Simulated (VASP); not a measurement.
Set up this calculation in VASP 6.6.1, as the native input.

```
Task                   : single point
Functional             : PBE
Potentials or basis    : VASP PAW PBE potentials, release 64 (H, Pb_d, N, O)
Cutoff                 : 520 eV
k mesh                 : 4 × 2 × 2
Occupations            : fermi-dirac, width 0.05 eV
Spin                   : no spin polarisation
Dipole correction      : no
Further INCAR settings : ALGO = Normal; EDIFF = 1e-06; NBANDS = 31
```

The structure of HPbNO4 lies in POSCAR:

```
HPbNO4
1.0
    3.8540400000      0.1438400000      0.0901200000
   -0.2532000000      5.5269800000      0.1647100000
   -0.4819700000     -1.9272000000      5.7202500000
H Pb N O
1 1 1 4
Direct
    0.1091300000      0.6571800000      0.5446300000
    0.6102900000      0.5212700000      0.1510000000
    0.9158000000      0.9626300000      0.9586700000
    0.0138400000      0.1363900000      0.8808400000
    0.7239800000      0.0105700000      0.1285800000
    0.0038900000      0.7373200000      0.8704300000
    0.1192700000      0.5932400000      0.3765100000
```

The input as run:

INCAR

```
PREC = Accurate
ENCUT = 520
EDIFF = 1E-6
ISMEAR = -1
SIGMA = 0.05
LREAL = F
LASPH = T
NELM = 60
ALGO = Normal
ISIF = 2
LWAVE = F
LCHARG = F
GGA = PE
NBANDS = 31
```

KPOINTS

```
Automatic mesh
0
Gamma
  4 2 2
```

Potentials or basis: VASP PAW PBE potentials, release 64 (H, Pb_d, N, O).

Run with:

```sh
$ cat potpaw_PBE.64/H/POTCAR potpaw_PBE.64/Pb_d/POTCAR potpaw_PBE.64/N/POTCAR potpaw_PBE.64/O/POTCAR > POTCAR
$ mpirun -np 1 vasp_std > vasp.out
```

Results of the run:

- Pressure: 0.6 GPa
- Largest force: 0.431 eV/Å
- Band gap on the k mesh: 3.11 eV (least direct gap 3.17 eV)

Caveat: the k points lie up to 0.59 Å⁻¹ apart; the standard files for N, O and F lose accuracy on very short bonds; spin-orbit coupling is left out, which moves the levels of the heavy elements.

Run time: 84 s on 1 thread of Intel Xeon 8259CL (shared host), peak memory 0.25 GiB.
